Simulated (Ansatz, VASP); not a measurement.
**Two plane-wave programs on Pt**

File POSCAR:

```
Pt
1.0
    2.7393865607      0.0000000000      0.0000000000
   -1.3696932803      2.3723783523      0.0000000000
    0.0000000000      0.0000000000      4.7455794536
Pt
2
Direct
    0.3333333333      0.6666666667      0.2500000000
    0.6666666667      0.3333333333      0.7500000000
```

File INCAR.step1:

```
ALGO = Normal
EDIFF = 1E-4
ENCUT = 520
GGA = PE
GGA_COMPAT = False
ISMEAR = -1
LASPH = True
LCHARG = False
LMAXMIX = 4
LNONCOLLINEAR = True
LREAL = False
LSORBIT = True
LWAVE = True
MAGMOM = 0 0 0 0 0 0
NBANDS = 32
NELM = 150
PREC = Accurate
SIGMA = 0.1
```

File INCAR.step2:

```
ALGO = Normal
EDIFF = 1E-6
ENCUT = 520
GGA_COMPAT = False
ISIF = 2
ISMEAR = -1
ISTART = 1
LASPH = True
LCHARG = False
LMAXMIX = 4
LMIXTAU = True
LNONCOLLINEAR = True
LORBIT = 11
LORBMOM = True
LREAL = False
LSORBIT = True
LWAVE = False
MAGMOM = 0 0 0 0 0 0
METAGGA = R2SCAN
NBANDS = 32
NELM = 150
PREC = Accurate
SIGMA = 0.1
```

KPOINTS

```
k-points
0
Gamma
  13 13 7
```

Input for Ansatz:

```yaml
crystal:
  lattice:
    - [2.7393865607, 0.0, 0.0]
    - [-1.3696932803, 2.3723783523, 0.0]
    - [0.0, 0.0, 4.7455794536]
  atoms:
    - { symbol: Pt, position: [0.3333333333, 0.6666666667, 0.25] }
    - { symbol: Pt, position: [0.6666666667, 0.3333333333, 0.75] }
hamiltonian:
  xc: r2scan
  pseudopotentials:
    kind: paw_fr
    azcp:
      Pt: "pseudopotentials/Pt.paw.azcp"
basis:
  ecutwfc: 500
  fft_grid_basis: typed
kpoints:
  mp_grid: { grid: [13, 13, 7], shift: [0, 0, 0] }
magnetization:
  noncollinear: true
  spin_orbit: true
scf:
  occupations: { method: fermi_dirac, width: 0.1 }
```

Alike in both runs: task single point; functional r2SCAN; k mesh 13 × 13 × 7; occupations fermi-dirac, width 0.1 eV; non-collinear spin, spin-orbit coupling.

|  | VASP | Ansatz |
| --- | --- | --- |
| version | VASP 6.6.1 | Ansatz 0.2.0 |
| potentials or method | VASP PAW PBE potentials, release 64 (Pt), cutoff 520 eV | plane waves (500 eV) with PAW, fully relativistic with spin-orbit coupling |
| valence electrons in the cell | 20 | 36 |

```csv
,VASP,Ansatz,Ansatz less VASP
net moment per atom (μB),0.00,0.00,0.000
```

VASP's potentials were made for PBE, not for r2SCAN. VASP's potentials hold 20 valence electrons a cell and Ansatz's 36, so a difference there can come from the potentials and not from the codes.
